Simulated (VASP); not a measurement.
# MgCd3Te4 in VASP: settings compared

MgCd3Te4 is run at these levels: PBE, LDA; tasks: single point.

Program: VASP 6.6.1. These are calculated values, not measurements. Logs are shortened: lines on timing, memory, paths and dates and some standing lists are left out, and cuts for length are marked.

## Step 1: The cell of the first run

It takes space group P-43m (No. 215, cubic). The conventional cell has a = 6.591 Å, b = 6.591 Å, c = 6.591 Å, α = 90.00°, β = 90.00°, γ = 90.00°. Within 3.7 Å of Mg (site symmetry -43m) lie 4 Te at 2.82 Å. Within 3.8 Å of Cd (site symmetry -42m) lie 4 Te at 2.86 Å. Te (site symmetry 3m) has 1 Mg at 2.82 Å and 3 Cd at 2.86 Å within 3.7 Å.

## Step 2: Single point, PBE

Contents of INCAR:

```
SYSTEM = MgCd3Te4
PREC     = Accurate       ! precision mode
ENCUT    = 520            ! plane-wave cutoff, eV
EDIFF    = 1E-6           ! SCF threshold, eV
ISMEAR   = 0              ! smearing method
SIGMA    = 0.1            ! smearing width, eV
LREAL    = .False.        ! projectors in reciprocal space
LASPH    = .True.         ! aspherical terms in the spheres
NELM     = 100            ! most SCF steps
ALGO     = Normal         ! electronic algorithm
ISIF     = 2              ! what is computed and relaxed
LWAVE    = .False.        ! write WAVECAR
LCHARG   = .True.         ! write CHGCAR
GGA      = PE             ! functional
LELF     = .True.         ! ELF
LVHAR    = .True.       
NBANDS   = 41             ! bands
```

Contents of KPOINTS:

```
regular mesh
0
Gamma
  2 2 2
  0 0 0
```

Contents of POSCAR:

```
MgCd3Te4
1.0
    6.5911452000      0.0000000000      0.0000000000
    0.0000000000      6.5911452000      0.0000000000
    0.0000000000      0.0000000000      6.5911452000
Mg Cd Te
1 3 4
Direct
    0.0000000000      0.0000000000      0.0000000000
    0.0000000000      0.5000000000      0.5000000000
    0.5000000000      0.0000000000      0.5000000000
    0.5000000000      0.5000000000      0.0000000000
    0.7527070000      0.7527070000      0.2472930000
    0.7527070000      0.2472930000      0.7527070000
    0.2472930000      0.7527070000      0.7527070000
    0.2472930000      0.2472930000      0.2472930000
```

Potentials or basis: VASP PAW PBE potentials, release 64 (Mg, Cd, Te).

Started as:

```console
> cat potpaw_PBE.64/Mg/POTCAR potpaw_PBE.64/Cd/POTCAR potpaw_PBE.64/Te/POTCAR > POTCAR
> mpirun -np 1 vasp_std > vasp.out
```

OUTCAR:

```text
SYSTEM = MgCd3Te4
   PREC = Accurate
   ENCUT = 520
   EDIFF = 1E-6
   ISMEAR = 0
   LREAL = .False.
   LASPH = .True.
   NELM = 100
   ISIF = 2
   GGA = PE

 ion  position               nearest neighbor table
   1  0.000  0.000  0.000-   5 2.82   6 2.82   7 2.82   8 2.82
   2  0.000  0.500  0.500-   5 2.86   6 2.86   7 2.86   8 2.86
   3  0.500  0.000  0.500-   5 2.86   6 2.86   7 2.86   8 2.86
   4  0.500  0.500  0.000-   5 2.86   6 2.86   7 2.86   8 2.86
   5  0.753  0.753  0.247-   1 2.82   2 2.86   3 2.86   4 2.86
   6  0.753  0.247  0.753-   1 2.82   2 2.86   3 2.86   4 2.86
   7  0.247  0.753  0.753-   1 2.82   2 2.86   3 2.86   4 2.86
   8  0.247  0.247  0.247-   1 2.82   2 2.86   3 2.86   4 2.86

  LATTYP: Found a simple cubic cell.
 ALAT       =     6.5911452000

  Lattice vectors:

 A1 = (   6.5911452000,   0.0000000000,   0.0000000000)
 A2 = (   0.0000000000,   6.5911452000,   0.0000000000)
 A3 = (   0.0000000000,   0.0000000000,   6.5911452000)

Analysis of symmetry for initial positions (statically):
=====================================================================
 Subroutine PRICEL returns:
 Original cell was already a primitive cell.

 Routine SETGRP: Setting up the symmetry group for a
 simple cubic supercell.

 Subroutine GETGRP returns: Found 24 space group operations
 (whereof 24 operations were pure point group operations)
 out of a pool of 48 trial point group operations.

The static configuration has the point symmetry T_d .

Analysis of symmetry for dynamics (positions and initial velocities):
=====================================================================
 Subroutine PRICEL returns:
 Original cell was already a primitive cell.

 Routine SETGRP: Setting up the symmetry group for a
 simple cubic supercell.

 Subroutine GETGRP returns: Found 24 space group operations
 (whereof 24 operations were pure point group operations)
 out of a pool of 48 trial point group operations.

The dynamic configuration has the point symmetry T_d .

 Subroutine INISYM returns: Found 24 space group operations
 (whereof 24 operations are pure point group operations),
 and found     1 'primitive' translations

----------------------------------------------------------------------------------------

                                     Primitive cell

  volume of cell :     286.3404

  direct lattice vectors                    reciprocal lattice vectors
     6.591145200  0.000000000  0.000000000     0.151718703  0.000000000  0.000000000
     0.000000000  6.591145200  0.000000000     0.000000000  0.151718703  0.000000000
     0.000000000  0.000000000  6.591145200     0.000000000  0.000000000  0.151718703

  length of vectors
     6.591145200  6.591145200  6.591145200     0.151718703  0.151718703  0.151718703

  position of ions in fractional coordinates (direct lattice)
     0.000000000  0.000000000  0.000000000
     0.000000000  0.500000000  0.500000000
     0.500000000  0.000000000  0.500000000
     0.500000000  0.500000000  0.000000000
     0.752707000  0.752707000  0.247293000
     0.752707000  0.247293000  0.752707000
     0.247293000  0.752707000  0.752707000
     0.247293000  0.247293000  0.247293000

  ion indices of the primitive-cell ions
   primitive index   ion index
                 1           1
                 2           2
                 3           3
                 4           4
                 5           5
                 6           6
                 7           7
                 8           8

----------------------------------------------------------------------------------------

 KPOINTS: regular mesh

Automatic generation of k-mesh.
 Grid dimensions read from file:
 generate k-points for:    2    2    2

 Generating k-lattice:

  Cartesian coordinates                     Fractional coordinates (reciprocal lattice)
     0.075859351  0.000000000  0.000000000     0.500000000  0.000000000  0.000000000
     0.000000000  0.075859351  0.000000000     0.000000000  0.500000000  0.000000000
     0.000000000  0.000000000  0.075859351     0.000000000  0.000000000  0.500000000

  Length of vectors
     0.075859351  0.075859351  0.075859351

  Shift w.r.t. Gamma in fractional coordinates (k-lattice)
     0.000000000  0.000000000  0.000000000

 Subroutine IBZKPT returns following result:
 ===========================================

 Found      4 irreducible k-points:

 Following reciprocal coordinates:
            Coordinates               Weight
  0.000000  0.000000  0.000000      1.000000
  0.500000  0.000000  0.000000      3.000000
  0.500000  0.500000  0.000000      3.000000
  0.500000  0.500000  0.500000      1.000000
   k-points           NKPTS =      4   k-points in BZ     NKDIM =      4   number of bands    NBANDS=     41
   number of dos      NEDOS =    301   number of ions     NIONS =      8
   total plane-waves  NPLWV = 125000
   dimension x,y,z NGX =    50 NGY =   50 NGZ =   50
   dimension x,y,z NGXF=   100 NGYF=  100 NGZF=  100
   ions per type =               1   3   4
   NGX,Y,Z   is equivalent  to a cutoff of  12.61, 12.61, 12.61 a.u.
   NGXF,Y,Z  is equivalent  to a cutoff of  25.22, 25.22, 25.22 a.u.
 SYSTEM =  MgCd3Te4
   PREC   = accura    normal or accurate (medium, high low for compatibility)
   ISTART =      0    job   : 0-new  1-cont  2-samecut
   ICHARG =      2    charge: 1-file 2-atom 10-const
   ISPIN  =      1    spin polarized calculation?
   LNONCOLLINEAR =      F non collinear calculations
   LSORBIT =      F    spin-orbit coupling
   LASPH  =      T    aspherical Exc in radial PAW
   ENCUT  =  520.0 eV  38.22 Ry    6.18 a.u.  12.26 12.26 12.26*2*pi/ulx,y,z
   NELM   =    100;   NELMIN=  2; NELMDL= -5     # of ELM steps
   EDIFF  = 0.1E-05   stopping-criterion for ELM
   LREAL  =      F    real-space projection
   EDIFFG = 0.1E-04   stopping-criterion for IOM
   NSW    =      0    number of steps for IOM
   IBRION =     -1    ionic relax: 0-MD 1-quasi-New 2-CG
   NFREE  =      0    steps in history (QN), initial steepest desc. (CG)
   ISIF   =      2    stress and relaxation
   ISYM   =      2    0-nonsym 1-usesym 2-fastsym
   POTIM  = 0.5000    time-step for ionic-motion
   TEBEG  =    0.0;   TEEND  =   0.0 temperature during run
   PSTRESS=    0.0 pullay stress
   NELECT =      62.0000    total number of electrons
   NUPDOWN=      -1.0000    fix difference up-down
   EMIN   =  10.00;   EMAX   =-10.00  energy-range for DOS
   EFERMI =   0.00;   METHOD = LEGACY
   ISMEAR =     0;   SIGMA  =   0.10  broadening in eV -4-tet -1-fermi 0-gaus
   EFERMI_NEDOS =   21; number of points for ismear=-14 and -15
   IALGO  =     38    algorithm
   IMIX   =      4    mixing-type and parameters
     AMIX     =   0.40;   BMIX     =  1.00
     AMIX_MAG =   1.60;   BMIX_MAG =  1.00
  volume/ion in A,a.u.               =      35.79       241.54
  Fermi-wavevector in a.u.,A,eV,Ry     =   0.983055  1.857705 13.148633  0.966397
  Thomas-Fermi vector in A             =   2.114184
   LORBIT       =      0    0 simple, 1 ext, 2 COOP (PROOUT), +10 PAW based schemes
   GGA     = PE    functional components
   LHFCALC =     F    Hartree Fock is set to
   AEXX    =    0.0000 exact exchange contribution
   IVDW    =     0    specifies the selected vdW correction
   LEPSILON=     F    determine dielectric tensor
   LRPA    =     F    only Hartree local field effects (RPA)
 non-spin polarized calculation
 Gauss-broadening in eV      SIGMA  =   0.10
  energy-cutoff  :      520.00
  volume of cell :      286.34
 maximum number of plane-waves:      7809
 NGX is ok and might be reduce to    50
   NGX = 25   NGY = 25   NGZ = 25

 number of electron      62.0000035 magnetization

 Free energy of the ion-electron system (eV)
  ---------------------------------------------------
  ext. energy  EPLUGINS =         0.00000000
  ---------------------------------------------------
  free energy    TOTEN  =       -20.60340970 eV

  energy without entropy =      -20.60340970  energy(sigma->0) =      -20.60340970

 E-fermi :   2.2886     XC(G=0):  -8.1659

 val. band max:        1.7974807546   @ k =   0.0000   0.0000   0.0000
 cond. band min:       2.7823228073   @ k =   0.0000   0.0000   0.0000
 fundamental gap:      0.9848420528
 Fermi energy:         2.2885586650

 k-point     1 :       0.0000    0.0000    0.0000
  band No.  band energies     occupation
      1      -8.8458      2.00000
      2      -8.3444      2.00000
      3      -8.3444      2.00000
      4      -8.3444      2.00000
      5      -6.1588      2.00000
      6      -6.1588      2.00000
[... 33 lines left out ...]
     40       6.6134      0.00000
     41       6.6134      0.00000

 k-point     2 :       0.5000    0.0000    0.0000
  band No.  band energies     occupation
      1      -8.6166      2.00000
      2      -8.5707      2.00000
      3      -8.3456      2.00000
      4      -8.3456      2.00000
      5      -6.1358      2.00000
      6      -6.1358      2.00000
[... 33 lines left out ...]
     40       7.4276      0.00000
     41       7.4276      0.00000

 k-point     3 :       0.5000    0.5000    0.0000
  band No.  band energies     occupation
      1      -8.5038      2.00000
      2      -8.4567      2.00000
      3      -8.4567      2.00000
      4      -8.4482      2.00000
      5      -6.1376      2.00000
      6      -6.1285      2.00000
[... 33 lines left out ...]
     40       7.3676      0.00000
     41       7.4465      0.00000

 k-point     4 :       0.5000    0.5000    0.5000
  band No.  band energies     occupation
      1      -8.4987      2.00000
      2      -8.4503      2.00000
      3      -8.4503      2.00000
      4      -8.4503      2.00000
      5      -6.1434      2.00000
      6      -6.1434      2.00000
[... 33 lines left out ...]
     40       7.1399      0.00000
     41       7.1540      0.00000

------------------------ aborting loop because EDIFF is reached ----------------------------------------

  FORCE on cell =-STRESS in cart. coord.  units (eV):
  Direction    XX          YY          ZZ          XY          YZ          ZX
  --------------------------------------------------------------------------------------
  -------------------------------------------------------------------------------------
  Total        0.3637662      0.3637662      0.3637662      0.0000000      0.0000000      0.0000000
  in kB        2.0354025      2.0354025      2.0354025      0.0000000      0.0000000      0.0000000
  external PRESSURE =       2.0354025 kB  Pullay stress =       0.0000000 kB

 VOLUME and BASIS-vectors are now :
 -----------------------------------------------------------------------------
  energy-cutoff  :      520.00
  volume of cell :      286.34
      direct lattice vectors                 reciprocal lattice vectors
     6.591145200  0.000000000  0.000000000     0.151718703  0.000000000  0.000000000
     0.000000000  6.591145200  0.000000000     0.000000000  0.151718703  0.000000000
     0.000000000  0.000000000  6.591145200     0.000000000  0.000000000  0.151718703

 POSITION                                       TOTAL-FORCE (eV/Angst)
 -----------------------------------------------------------------------------------
      0.00000      0.00000      0.00000        -0.000000      0.000000      0.000000
      0.00000      3.29557      3.29557        -0.000000      0.000000     -0.000000
      3.29557      0.00000      3.29557        -0.000000      0.000000      0.000000
      3.29557      3.29557      0.00000        -0.000000     -0.000000      0.000000
      4.96120      4.96120      1.62994         0.014369      0.014369     -0.014369
      4.96120      1.62994      4.96120         0.014369     -0.014369      0.014369
      1.62994      4.96120      4.96120        -0.014369      0.014369      0.014369
      1.62994      1.62994      1.62994        -0.014369     -0.014369     -0.014369
 -----------------------------------------------------------------------------------
    total drift:                               -0.000000     -0.000000      0.000000

  FREE ENERGIE OF THE ION-ELECTRON SYSTEM (eV)
  ---------------------------------------------------
  free  energy   TOTEN  =       -20.6034096977 eV

  energy  without entropy=      -20.6034096977  energy(sigma->0) =      -20.60340970
```

It took 40 s on 1 thread of Intel Xeon 6975P-C (Granite Rapids), shared host; peak memory 0.35 GiB.

Results:

```yaml
Free_energy: -20.6034 eV
Pressure: 0.2 GPa
Largest_force: 0.025 eV/Å
Band_gap_on_the_k_mesh: 0.98 eV, direct
```

Forces on the atoms (eV/Å):
```
Mg   0.000  0.000  0.000
Cd   0.000  0.000  0.000
Cd   0.000  0.000  0.000
Cd   0.000  0.000  0.000
Te   0.014  0.014 -0.014
Te   0.014 -0.014  0.014
Te  -0.014  0.014  0.014
Te  -0.014 -0.014 -0.014
```

Caveat: the k points lie up to 0.48 Å⁻¹ apart; spin-orbit coupling is left out, which moves the levels of the heavy elements.

[end of part 1 of 3]
